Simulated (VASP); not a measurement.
# Mg63VSi32 (a cell with a defect) in VASP: a series of runs, part 2 of 3

VASP 6.6.1. The steps go on from the part before.

## Step 3: Single point, PBEsol, collinear spin, ferromagnetic start

The input, INCAR:

```
ALGO = Normal ; EDIFF = 1E-6
ENCUT = 520 ; GGA = PS
ISIF = 2 ; ISMEAR = -1
ISPIN = 2 ; ISYM = 0
LASPH = T ; LCHARG = F
LMAXMIX = 4 ; LORBIT = 11
LREAL = Auto ; LUSENCCL = F
LWAVE = F ; MAGMOM = 0 0 0 0 0 0 0 0 0 0 0 0 0 0 0 0 0 0 0 0 0 0 0 0 0 0 0 0 0 0 0 0 0 0 0 0 0 0 0 0 0 0 0 0 0 0 0 0 0 0 0 0 0 0 0 0 0 0 0 0 0 0 0 4 0 0 0 0 0 0 0 0 0 0 0 0 0 0 0 0 0 0 0 0 0 0 0 0 0 0 0 0 0 0 0 0
NBANDS = 192 ; NELECT = 266.0
NELM = 150 ; PREC = Accurate
SIGMA = 0.05
```

The input, KPOINTS:

```
Automatic mesh
0
Gamma
  1 1 1
  0.25 0.25 0.25
```

The input, POSCAR:

```
Mg63VSi32
1.0
   12.6494980000      0.0000000000      0.0000000000
    0.0000000000     12.6494980000      0.0000000000
    0.0000000000      0.0000000000     12.6494980000
Mg V Si
63 1 32
Direct
    0.3751540000      0.1247910000      0.1252640000
    0.3748950000      0.1247550000      0.6251710000
    0.3749040000      0.6246590000      0.1252540000
    0.8750990000      0.1248260000      0.1253420000
    0.8750610000      0.1247940000      0.6253610000
    0.8750750000      0.6249220000      0.1252210000
    0.8748320000      0.6247110000      0.6251320000
    0.1250340000      0.3748680000      0.1248590000
    0.1250500000      0.3747230000      0.6233910000
    0.1250000000      0.8747410000      0.1257130000
    0.1250190000      0.8745710000      0.6271680000
    0.6250180000      0.3747330000      0.1257400000
    0.6248860000      0.3747840000      0.6271250000
    0.6251570000      0.8749420000      0.1245900000
    0.6248240000      0.8745140000      0.6232610000
    0.1250660000      0.1244360000      0.3752570000
    0.1250140000      0.1252320000      0.8752580000
    0.1250290000      0.6229060000      0.3751750000
    0.1250540000      0.6267390000      0.8749300000
    0.6250550000      0.1252020000      0.3752000000
    0.6251650000      0.1240950000      0.8753250000
    0.6248020000      0.6266770000      0.3751810000
    0.6248910000      0.6227270000      0.8750250000
    0.1241480000      0.1246040000      0.1250440000
    0.1250420000      0.1246330000      0.6251440000
    0.1250640000      0.6246410000      0.1251260000
    0.1240590000      0.6247840000      0.6251960000
    0.6251630000      0.1245090000      0.1249930000
    0.6246310000      0.1244730000      0.6250970000
    0.6246420000      0.6246900000      0.1249140000
    0.6246950000      0.6244800000      0.6250210000
    0.3732300000      0.3746490000      0.3750670000
    0.3769700000      0.3748770000      0.8748550000
    0.3769200000      0.8744560000      0.3752870000
    0.3730030000      0.8746000000      0.8750460000
    0.8747150000      0.3748810000      0.3752510000
    0.8755350000      0.3747810000      0.8751770000
    0.8754810000      0.8747500000      0.3751890000
    0.8743620000      0.8749430000      0.8753600000
    0.3748700000      0.3747590000      0.1250710000
    0.3751540000      0.3740660000      0.6251540000
    0.3748440000      0.8743680000      0.1249820000
    0.3747490000      0.8746180000      0.6251180000
    0.8747940000      0.3739610000      0.1249870000
    0.8749720000      0.3748250000      0.6251610000
    0.8747960000      0.8749050000      0.1250570000
    0.8746870000      0.8744180000      0.6250370000
    0.3749280000      0.1245780000      0.3752680000
    0.3748570000      0.1245240000      0.8748330000
    0.3751000000      0.6247340000      0.3745230000
    0.3749230000      0.6245870000      0.8750810000
    0.8748460000      0.1245250000      0.3743600000
    0.8748370000      0.1245220000      0.8753390000
    0.8749540000      0.6246380000      0.3752460000
    0.8746980000      0.6246550000      0.8747780000
    0.1244950000      0.3741830000      0.3745910000
    0.1267170000      0.3765050000      0.8729820000
    0.1266810000      0.8725430000      0.3768790000
    0.1244170000      0.8750140000      0.8754310000
    0.6228420000      0.3764350000      0.3768590000
    0.6253280000      0.3741160000      0.8754090000
    0.6252760000      0.8749890000      0.3745850000
    0.6226230000      0.8723120000      0.8728270000
    0.3741260000      0.6238990000      0.6242870000
    0.9998840000      0.9996250000      0.0002080000
    0.0005800000      0.9989920000      0.5004440000
    0.0005830000      0.5000870000      0.9994160000
    0.9999650000      0.4998730000      0.5003980000
    0.4997560000      0.9986750000      0.9991840000
    0.4995900000      0.9996500000      0.5005220000
    0.4995870000      0.4999880000      0.0002110000
    0.4921660000      0.5070460000      0.5074690000
    0.2503340000      0.2504070000      0.9994340000
    0.2502070000      0.2497010000      0.5002790000
    0.2502730000      0.7492800000      0.0001550000
    0.2572790000      0.7419210000      0.5075370000
    0.7499570000      0.2496030000      0.0001270000
    0.7492690000      0.2503430000      0.5004350000
    0.7490020000      0.7495440000      0.9991650000
    0.7499650000      0.7493160000      0.5004050000
    0.2502830000      0.9990350000      0.2507230000
    0.2502440000      0.9997730000      0.7498180000
    0.2501530000      0.4998710000      0.2501590000
    0.2573180000      0.5071490000      0.7423910000
    0.7499360000      0.9997520000      0.2500450000
    0.7489420000      0.9988000000      0.7499960000
    0.7492410000      0.5000170000      0.2507340000
    0.7499440000      0.4999590000      0.7498200000
    0.9998460000      0.2496590000      0.2501410000
    0.0007910000      0.2504760000      0.7501290000
    0.0007620000      0.7496900000      0.2509700000
    0.9997680000      0.7495290000      0.7498640000
    0.5000100000      0.2504090000      0.2509710000
    0.4997530000      0.2495850000      0.7498500000
    0.4996880000      0.7494770000      0.2500490000
    0.4916480000      0.7414260000      0.7418870000
```

Potentials or basis: VASP PAW PBE potentials, release 64 (Mg, V_sv, Si).

The run is started by

```bash
$ cat potpaw_PBE.64/Mg/POTCAR potpaw_PBE.64/V_sv/POTCAR potpaw_PBE.64/Si/POTCAR > POTCAR
$ mpirun -np 1 vasp_std > vasp.out
```

Run time: 9.5 min. Hardware: 1 × NVIDIA H100 80GB with 1 thread of Intel Xeon Platinum 8481C at 2.70GHz (Sapphire Rapids), shared host; peak memory 3.5 GiB.

It converged, with:

```yaml
Free_energy: -319.8261 eV
Largest_force: 0.051 eV/Å
Net_moment: 2.00 μB per cell
Site_moments: Mg +0.00, -0.00; V +1.73; Si -0.00, -0.03 μB
Valence_electrons_inside_the_program's_atomic_spheres: Mg 0.34, 0.35; V 11.39; Si 1.71, 1.70
```

Forces on the atoms (eV/Å):
```
Mg  -0.011 -0.009 -0.012
Mg  -0.001 -0.009 -0.008
Mg  -0.002 -0.004 -0.012
Mg  -0.015 -0.013 -0.020
Mg  -0.011 -0.008 -0.014
Mg  -0.011 -0.011 -0.010
Mg  -0.006 -0.005 -0.005
Mg  -0.010 -0.013 -0.018
Mg   0.005  0.003 -0.009
Mg  -0.001  0.000 -0.013
Mg  -0.004  0.003 -0.021
Mg  -0.001 -0.003 -0.015
Mg   0.001 -0.006 -0.021
Mg  -0.011 -0.011 -0.004
Mg  -0.011 -0.010  0.000
Mg  -0.008 -0.018 -0.009
Mg  -0.004 -0.009  0.003
Mg   0.002 -0.006  0.005
Mg  -0.004 -0.018  0.005
Mg  -0.002 -0.010  0.001
Mg  -0.012 -0.001 -0.007
Mg   0.004 -0.018 -0.002
Mg  -0.015  0.003 -0.009
Mg   0.022  0.008  0.005
Mg   0.007  0.003 -0.002
Mg   0.005  0.005 -0.002
Mg   0.022 -0.006 -0.005
Mg   0.016  0.009  0.003
Mg   0.007  0.009  0.002
Mg   0.007  0.004  0.008
Mg   0.016  0.001 -0.005
Mg  -0.006  0.005  0.006
Mg  -0.017 -0.006  0.007
Mg  -0.018  0.008 -0.004
Mg   0.003 -0.012 -0.010
Mg  -0.019 -0.012 -0.008
Mg  -0.011 -0.006  0.003
Mg  -0.011  0.001 -0.003
Mg  -0.003 -0.010 -0.010
Mg   0.007  0.006  0.001
Mg  -0.014  0.013 -0.005
Mg   0.007  0.007  0.005
Mg  -0.001  0.010 -0.008
Mg   0.009  0.019  0.007
Mg  -0.001  0.003  0.000
Mg   0.006  0.017  0.004
Mg   0.008  0.008  0.006
Mg   0.004  0.001  0.007
Mg   0.009  0.009  0.009
Mg  -0.011 -0.005  0.012
Mg  -0.007 -0.004  0.012
Mg   0.006  0.011  0.023
Mg   0.006  0.008  0.021
Mg  -0.001  0.003  0.006
Mg   0.011  0.006  0.010
Mg   0.007  0.008  0.013
Mg   0.020  0.016  0.019
Mg   0.020  0.019  0.019
Mg   0.006  0.008  0.012
Mg   0.018  0.017  0.020
Mg   0.004  0.008  0.013
Mg   0.006  0.010  0.010
Mg   0.000  0.004  0.001
V    0.027  0.028  0.033
Si  -0.004  0.005 -0.001
Si   0.008 -0.004 -0.007
Si   0.007 -0.012 -0.005
Si  -0.008  0.004  0.001
Si  -0.005  0.010  0.006
Si   0.002 -0.001 -0.009
Si   0.005 -0.008 -0.005
Si   0.005 -0.003 -0.002
Si  -0.016  0.004 -0.005
Si   0.001 -0.008  0.009
Si  -0.009  0.006 -0.002
Si  -0.002  0.002 -0.002
Si   0.003 -0.005  0.002
Si  -0.002  0.006 -0.007
Si   0.005 -0.005  0.008
Si  -0.006  0.001 -0.005
Si  -0.011 -0.008  0.013
Si  -0.008 -0.007  0.002
Si   0.005  0.005 -0.006
Si   0.000 -0.004 -0.007
Si   0.002 -0.007 -0.001
Si   0.009  0.000 -0.007
Si  -0.002 -0.006  0.008
Si  -0.002 -0.003 -0.002
Si   0.004  0.003 -0.004
Si  -0.010 -0.008 -0.011
Si  -0.009 -0.015 -0.010
Si  -0.008 -0.001  0.006
Si  -0.017 -0.007 -0.013
Si   0.000 -0.007  0.006
Si   0.004  0.000 -0.009
Si   0.019  0.017  0.016
```

Levels at points of the mesh, in eV from the Fermi level:
Spin up:
```
           k point  band 132  band 133  band 134  band 135  band 136  band 137
(0.25, 0.25, 0.25)     -0.39     -0.12     -0.12      0.09      0.28      0.28
```
Spin down:
```csv
k point,band 129,band 130,band 131,band 132,band 133,band 134,band 135,band 136
"(0.25, 0.25, 0.25)",-0.57,-0.49,-0.31,-0.31,0.30,0.31,0.32,0.78
```

Caveat: the cell carries a net charge on a neutralising background, which shifts energy and pressure; the cell is charged against a uniform background, so pressure and absolute levels hang on convention; the PAW data sets were made with another functional, which shifts forces and pressure a little.

(Continued in part 3 of 3.)
